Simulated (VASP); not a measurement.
# Li2Pd (P-1) in VASP: further runs, part 2 of 2

VASP 6.6.1.

### 3 Electric field gradients, LDA (equal xy, yz and zx shear strains of +2 %)

Input file INCAR:

```
PREC     = Accurate       # precision mode
ENCUT    = 520            # plane-wave cutoff, eV
EDIFF    = 1E-8           # SCF threshold, eV
ISMEAR   = -1             # smearing method
SIGMA    = 0.08           # smearing width, eV
LREAL    = F              # projectors in reciprocal space
LASPH    = T              # aspherical terms in the spheres
NELM     = 80             # most SCF steps
ALGO     = Normal         # electronic algorithm
ISIF     = 2              # what is computed and relaxed
LWAVE    = F              # write WAVECAR
LCHARG   = F              # write CHGCAR
GGA      = CA             # functional
LEFG     = T            
NBANDS   = 15             # bands
```

Input file KPOINTS:

```
Automatic mesh
0
Gamma
  11 11 15
```

Input file POSCAR:

```
Li2Pd
1.0
    4.2267001844      0.0422670018      0.0422670018
   -2.0767457949      3.6392962330      0.0154707964
    0.0273190000      0.0273190000      2.7319000000
Li Pd
2 1
Direct
    0.3333333333      0.6666666667      0.5000000000
    0.6666666667      0.3333333333      0.5000000000
    0.0000000000      0.0000000000      0.0000000000
```

Potentials or basis: VASP PAW LDA potentials, release 64 (Li_sv, Pd).

Launch:

```console
> cat potpaw_LDA.64/Li_sv/POTCAR potpaw_LDA.64/Pd/POTCAR > POTCAR
> mpirun -np 1 vasp_std > vasp.out
```

OUTCAR:

```text
PREC = Accurate
   ENCUT = 520
   EDIFF = 1E-8
   ISMEAR = -1
   LREAL = F
   LASPH = T
   NELM = 80
   ISIF = 2
   GGA = CA

 ion  position               nearest neighbor table
   1  0.333  0.667  0.500-   2 2.42   2 2.44   2 2.46   3 2.77   3 2.77   3 2.78   3 2.79   3 2.82
                             3 2.85
   2  0.667  0.333  0.500-   1 2.42   1 2.44   1 2.46   3 2.77   3 2.77   3 2.78   3 2.79   3 2.82
                             3 2.85
   3  0.000  0.000  0.000-   2 2.77   1 2.77   1 2.77   2 2.77   2 2.78   1 2.78   1 2.79   2 2.79
                             2 2.82   1 2.82   2 2.85   1 2.85

  LATTYP: Found a triclinic cell.
 ALAT       =     4.2637478094
 B/A-ratio  =     0.9827452114
 C/A-ratio  =     0.6407914582
 COS(alpha) =     0.0074204947
 COS(beta)  =     0.0272158148
 COS(gamma) =     0.5000757388

  Lattice vectors:

 A1 = (   2.1499543895,   3.6815632348,   0.0577377982)
 A2 = (  -2.0767457949,   3.6392962330,   0.0154707964)
[... 635 lines left out ...]
     0.027319000  0.027319000  2.731900000    -0.003624932 -0.003624932  0.366118108

 POSITION                                       TOTAL-FORCE (eV/Angst)
 -----------------------------------------------------------------------------------
      0.03806      2.45395      1.39035        -0.049773      0.000022     -0.001941
      2.13921      1.25494      1.39928         0.049773     -0.000022      0.001941
      0.00000      0.00000      0.00000         0.000000     -0.000000      0.000000
 -----------------------------------------------------------------------------------
    total drift:                                0.000000     -0.000000     -0.000000

  FREE ENERGIE OF THE ION-ELECTRON SYSTEM (eV)
  ---------------------------------------------------
  free  energy   TOTEN  =       -11.6458060719 eV

  energy  without entropy=      -11.6311636066  energy(sigma->0) =      -11.63848484

 Electric field gradients (V/A^2)
---------------------------------------------------------------------
 ion       V_xx      V_yy      V_zz      V_xy      V_xz      V_yz
---------------------------------------------------------------------
   1      -0.013    -0.020     0.033    -0.048     0.019     0.019
   2      -0.013    -0.020     0.033    -0.048     0.019     0.019
   3      40.280    40.145   -80.426    -0.581    -2.066    -2.064
---------------------------------------------------------------------

 Electric field gradients after diagonalization (V/A^2)
 (convention: |V_zz| > |V_xx| > |V_yy|)
----------------------------------------------------------------------
 ion       V_xx      V_yy      V_zz     asymmetry (V_yy - V_xx)/ V_zz
----------------------------------------------------------------------
   1       0.039     0.032    -0.071       0.104
   2       0.039     0.032    -0.071       0.104
   3      40.798    39.698   -80.497       0.014
----------------------------------------------------------------------

           NMR quadrupolar parameters

 Cq : quadrupolar parameter    Cq=e*Q*V_zz/h
 eta: asymmetry parameters     (V_yy - V_xx)/ V_zz
 Q  : nuclear electric quadrupole moment in mb (millibarn)
----------------------------------------------------------------------
 ion       Cq(MHz)       eta       Q (mb)
----------------------------------------------------------------------
   1      -0.000       0.104       1.000
   2      -0.000       0.104       1.000
   3      -0.195       0.014       1.000
----------------------------------------------------------------------
```

OSZICAR:

```text
N       E                     dE             d eps       ncg     rms          rms(c)
DAV:   1     0.766023012288E+02    0.76602E+02   -0.70100E+03 27256   0.108E+03
DAV:   2    -0.433990276075E+01   -0.80942E+02   -0.72971E+02 32637   0.240E+02
DAV:   3    -0.118999370499E+02   -0.75600E+01   -0.73987E+01 51958   0.482E+01
DAV:   4    -0.120116104016E+02   -0.11167E+00   -0.11149E+00 30903   0.841E+00
DAV:   5    -0.120134808592E+02   -0.18705E-02   -0.18703E-02 39945   0.844E-01    0.511E+00
DAV:   6    -0.118103247477E+02    0.20316E+00   -0.17679E+00 30159   0.128E+01    0.219E+00
DAV:   7    -0.116579843418E+02    0.15234E+00   -0.30158E-01 29816   0.544E+00    0.713E-01
DAV:   8    -0.116471249297E+02    0.10859E-01   -0.15477E-02 39445   0.769E-01    0.323E-01
DAV:   9    -0.116457825328E+02    0.13424E-02   -0.56910E-03 34477   0.669E-01    0.765E-02
DAV:  10    -0.116458093684E+02   -0.26836E-04   -0.13438E-04 36055   0.105E-01    0.171E-02
DAV:  11    -0.116458061793E+02    0.31891E-05   -0.18263E-05 35822   0.406E-02    0.340E-03
DAV:  12    -0.116458060701E+02    0.10923E-06   -0.59060E-07 35801   0.674E-03    0.354E-04
DAV:  13    -0.116458060719E+02   -0.18176E-08   -0.45519E-08 36346   0.140E-03
   1 F= -.11645806E+02 E0= -.11638485E+02  d E =-.146425E-01
```

stdout:

```text
POSCAR found type information on POSCAR LiPd
 POSCAR found :  2 types and       3 ions
 scaLAPACK will be used
 LDA part: xc-table for (Slater(with rela. corr.)+CA(PZ))
 , standard interpolation
 POSCAR, INCAR and KPOINTS ok, starting setup
 FFT: planning ... GRIDC
 FFT: planning ... GRID_SOFT
 FFT: planning ... GRID
 WAVECAR not read
 entering main loop
ion   1
     0.0000222    -0.0192094    -0.0246145    -0.3080516    -0.0246592     0.0001438
     0.0000306    -0.0192094    -0.0246145    -0.3080516    -0.0246592     0.0001438
     0.0000422    -0.0192094    -0.0246145    -0.3080516    -0.0246592     0.0001438
     0.0000581    -0.0192094    -0.0246145    -0.3080516    -0.0246592     0.0001438

     0.0000222    -0.0215097    -0.0275622    -0.3449415    -0.0276121     0.0001610
     0.0000306    -0.0215097    -0.0275622    -0.3449415    -0.0276121     0.0001610
     0.0000422    -0.0215097    -0.0275622    -0.3449415    -0.0276121     0.0001610
     0.0000581    -0.0215097    -0.0275622    -0.3449415    -0.0276121     0.0001610
[... 12 lines left out ...]
ion   3
     0.0000551    -0.1220192    -0.0610863    -3.1435153    -0.0609934    -0.0019975
     0.0000758    -0.1220192    -0.0610863    -3.1435153    -0.0609934    -0.0019975
     0.0001045    -0.1220192    -0.0610863    -3.1435152    -0.0609934    -0.0019975
     0.0001438    -0.1220192    -0.0610863    -3.1435151    -0.0609934    -0.0019975

     0.0000551     0.4974490     1.8350135    63.4565246     1.8366129    -0.0608169
     0.0000758     0.4972502     1.8347482    63.4480401     1.8363476    -0.0608134
     0.0001045     0.4969260     1.8343151    63.4343486     1.8359144    -0.0608076
     0.0001438     0.4963997     1.8336108    63.4123438     1.8352099    -0.0607982
```

Run time: 4.7 min. Hardware: 1 thread of Intel Xeon 8259CL, shared host; peak memory 0.6 GiB.

Results:

```
Free energy                             : -11.6458 eV
Largest force                           : 0.050 eV/Å
Band gap on the k mesh                  : zero (bands 8 and 9 overlap by 2.31 eV)
Largest electric field gradient by atom : Li -0.1; Pd -80.5 V/Å²
```

Forces on the atoms (eV/Å):
```
Li  -0.050  0.000 -0.002
Li   0.050  0.000  0.002
Pd   0.000  0.000  0.000
```

Levels at points of the mesh, in eV from the Fermi level:
```
           k point  band 5  band 6  band 7  band 8  band 9  band 10  band 11  band 12
(0.00, 0.00, 0.00)   -2.92   -2.87   -1.07   -1.07    4.07     4.25     5.50     5.54
```

Electric field gradients, principal values (V/Å²):
| atom | least | middle | greatest (by size) |
| --- | --- | --- | --- |
| 1 Li | 0.032 | 0.039 | -0.071 |
| 2 Li | 0.032 | 0.039 | -0.071 |
| 3 Pd | 39.698 | 40.798 | -80.497 |

Caveat: the cell differs from its parent crystal (equal xy, yz and zx shear strains of +2 %); without QUAD_EFG the Cq values of the log hold for a quadrupole moment of 1 mb, not for the nuclei.
